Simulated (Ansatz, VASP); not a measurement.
**Two plane-wave programs on Mg5CdSe6**

```
Mg Cd Se
1.0
     4.26628   -0.00018   -0.00003
    -2.13330    3.69392    0.00000
    -0.00013   -0.00010   20.86331
Mg Cd Se
5 1 6
Cartesian
  -0.0030 2.4645 0.0269
  -0.0022 0.0007 3.4716
  2.1353 1.2324 6.9167
  0.0017 2.4602 10.3562
  2.1308 1.2302 17.4430
  0.0034 -0.0015 13.9392
  -0.0024 2.4635 2.6234
  0.0019 0.0014 6.0684
  2.1349 1.2293 9.5142
  0.0030 2.4613 12.9491
  -0.0021 -0.0008 16.6135
  2.1300 1.2331 20.0416
```

Change from the starting cell: cell x1, atoms moved at random (sigma 0.05 Å) and cell strained at random (1.5 %), then relaxed without symmetry.

Alike in both runs: functional PBE; k mesh 6 × 6 × 1; occupations gaussian, width 0.1 eV; no spin polarisation.

Ansatz relaxed the structure, and its values are those at the end. VASP's run is a single point on that final structure, the one shown.

|  | VASP | Ansatz |
| --- | --- | --- |
| version | VASP 6.6.1 | Ansatz 0.2.0 |
| potentials or method | VASP PAW PBE potentials, release 64 (Mg, Cd, Se), cutoff 520 eV | scalar-relativistic, plane waves, PAW |
| valence electrons in the cell | 58 | 166 |

```tsv
	VASP	Ansatz	Ansatz less VASP
gap on the k mesh at the Fermi level (eV)	1.67	1.68	+0.005
least direct gap on the mesh (eV)	1.67	1.68	+0.005
pressure (GPa)	0.0	0.0	0.00
rms of the force components (eV/Å)	0.007	0.002	-0.0056
```

With one functional, cell and mesh, what is left measures potentials, basis and numerics. VASP's potentials hold 58 valence electrons a cell and Ansatz's 166, so a difference there can come from the potentials and not from the codes.
